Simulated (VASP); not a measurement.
# SnTe (Fm-3m) in VASP: notebook, part 2 of 2

VASP 6.6.1. Earlier steps stand in the parts before.

### Step 4. Single point, PBEsol

Contents of INCAR:

```
ALGO     = Normal         # electronic algorithm
EDIFF    = 1E-6           # SCF threshold, eV
ENCUT    = 500            # plane-wave cutoff, eV
GGA      = PS             # functional
GGA_COMPAT= F            
ISIF     = 2              # what is computed and relaxed
ISMEAR   = -5             # smearing method
LASPH    = T              # aspherical terms in the spheres
LCHARG   = F              # write CHGCAR
LREAL    = F              # projectors in reciprocal space
LWAVE    = F              # write WAVECAR
NBANDS   = 17             # bands
NELM     = 120            # most SCF steps
PREC     = Accurate       # precision mode
SIGMA    = 0.1            # smearing width, eV
```

Contents of KPOINTS:

```
k-points
0
Gamma
  6 6 6
```

Contents of POSCAR:

```
SnTe
1.0
    0.0000000000      3.1893303407      3.1893303407
    3.1893303407      0.0000000000      3.1893303407
    3.1893303407      3.1893303407      0.0000000000
Sn Te
1 1
Direct
    0.0000000000      0.0000000000      0.0000000000
    0.5000000000      0.5000000000      0.5000000000
```

Potentials or basis: VASP PAW PBE potentials, release 64 (Sn_d, Te).

Started as:

```console
> cat potpaw_PBE.64/Sn_d/POTCAR potpaw_PBE.64/Te/POTCAR > POTCAR
> mpirun -np 1 vasp_std > vasp.out
```

OUTCAR:

```text
EDIFF = 1E-6
   ENCUT = 500
   GGA = PS
   ISIF = 2
   ISMEAR = -5
   LASPH = T
   LREAL = F
   NELM = 120
   PREC = Accurate

 ion  position               nearest neighbor table
   1  0.000  0.000  0.000-   2 3.19   2 3.19   2 3.19   2 3.19   2 3.19   2 3.19
   2  0.500  0.500  0.500-   1 3.19   1 3.19   1 3.19   1 3.19   1 3.19   1 3.19

  LATTYP: Found a face centered cubic cell.
 ALAT       =     6.3786606814

  Lattice vectors:
[... 498 lines left out ...]
     17      17.5040      0.00000

------------------------ aborting loop because EDIFF is reached ----------------------------------------

  FORCE on cell =-STRESS in cart. coord.  units (eV):
  Direction    XX          YY          ZZ          XY          YZ          ZX
  --------------------------------------------------------------------------------------
  -------------------------------------------------------------------------------------
  Total       -0.7909392     -0.7909392     -0.7909392     -0.0000000      0.0000000      0.0000000
  in kB      -19.5310302    -19.5310302    -19.5310302     -0.0000000      0.0000000      0.0000000
  external PRESSURE =     -19.5310302 kB  Pullay stress =       0.0000000 kB

 VOLUME and BASIS-vectors are now :
 -----------------------------------------------------------------------------
  energy-cutoff  :      500.00
  volume of cell :       64.88
      direct lattice vectors                 reciprocal lattice vectors
     0.000000000  3.189330341  3.189330341    -0.156772722  0.156772722  0.156772722
     3.189330341  0.000000000  3.189330341     0.156772722 -0.156772722  0.156772722
     3.189330341  3.189330341  0.000000000     0.156772722  0.156772722 -0.156772722

 POSITION                                       TOTAL-FORCE (eV/Angst)
 -----------------------------------------------------------------------------------
      0.00000      0.00000      0.00000        -0.000000      0.000000      0.000000
      3.18933      3.18933      3.18933         0.000000     -0.000000     -0.000000
 -----------------------------------------------------------------------------------
    total drift:                               -0.000000      0.000000      0.000000

  FREE ENERGIE OF THE ION-ELECTRON SYSTEM (eV)
  ---------------------------------------------------
  free  energy   TOTEN  =        -8.3237869712 eV

  energy  without entropy=       -8.3237869712  energy(sigma->0) =       -8.32378697
```

OSZICAR:

```text
N       E                     dE             d eps       ncg     rms          rms(c)
DAV:   1     0.119378604176E+03    0.11938E+03   -0.92179E+03   546   0.128E+03
DAV:   2     0.250113949438E+01   -0.11688E+03   -0.11416E+03   584   0.313E+02
DAV:   3    -0.805964630867E+01   -0.10561E+02   -0.10505E+02   652   0.859E+01
DAV:   4    -0.837766026653E+01   -0.31801E+00   -0.31774E+00   642   0.157E+01
DAV:   5    -0.839084682168E+01   -0.13187E-01   -0.13186E-01   755   0.310E+00    0.438E+00
DAV:   6    -0.832617117641E+01    0.64676E-01   -0.15603E-01   728   0.283E+00    0.318E+00
DAV:   7    -0.832407927587E+01    0.20919E-02   -0.45375E-02   680   0.126E+00    0.926E-01
DAV:   8    -0.832371405208E+01    0.36522E-03   -0.45660E-03   687   0.570E-01    0.219E-01
DAV:   9    -0.832378749387E+01   -0.73442E-04   -0.30165E-04   718   0.118E-01    0.718E-02
DAV:  10    -0.832378580861E+01    0.16853E-05   -0.11980E-05   687   0.230E-02    0.294E-02
DAV:  11    -0.832378698814E+01   -0.11795E-05   -0.51331E-06   614   0.187E-02    0.696E-03
DAV:  12    -0.832378697121E+01    0.16935E-07   -0.33065E-07   367   0.584E-03
   1 F= -.83237870E+01 E0= -.83237870E+01  d E =0.000000E+00
```

stdout:

```text
POSCAR found type information on POSCAR SnTe
 POSCAR found :  2 types and       2 ions
 scaLAPACK will be used
 -----------------------------------------------------------------------------
|                                                                             |
|                                                                             |
|     You enforced a specific xc type in the INCAR file but a different       |
|     I HOPE YOU KNOW WHAT YOU ARE DOING!                                     |
|                                                                             |
 -----------------------------------------------------------------------------

 LDA part: xc-table for (Slater+PW92), standard interpolation
 POSCAR, INCAR and KPOINTS ok, starting setup
 FFT: planning ... GRIDC
 FFT: planning ... GRID_SOFT
 FFT: planning ... GRID
 WAVECAR not read
 entering main loop
```

Wall time 12 s (1 thread of AMD EPYC 9R45 (Zen 5), shared host); peak memory 0.17 GiB.

What came out:

```
Free energy            : -8.3238 eV
Pressure               : -2.0 GPa
Band gap on the k mesh : 0.04 eV, direct
```

Caveat: the PAW data sets were made with another functional, which shifts forces and pressure a little; spin-orbit coupling is left out, which moves the levels of the heavy elements. A k mesh can miss the band edges.

### Step 5. Summary

```tsv
smearing	gap on the mesh (eV)	pressure (GPa)
methfessel-paxton 0.2 eV	0.04	-1.9
fermi-dirac 0.02 eV	0.04	-1.9
tetrahedron	0.04	-2.0
```

Alike in all rows: task single point; level PBEsol; potentials or basis VASP PAW PBE potentials, release 64 (Sn_d, Te); no spin polarisation; cell as given; k mesh 6 × 6 × 6; cutoff (eV) 500.

On the cell as given the gap runs from 0.04 eV (PBEsol) to 0.04 eV (PBEsol).

Caveats: the PAW data sets were made with another functional, which shifts forces and pressure a little; spin-orbit coupling is left out, which moves the levels of the heavy elements.

Absolute energies hang on the potentials; compare differences alone.
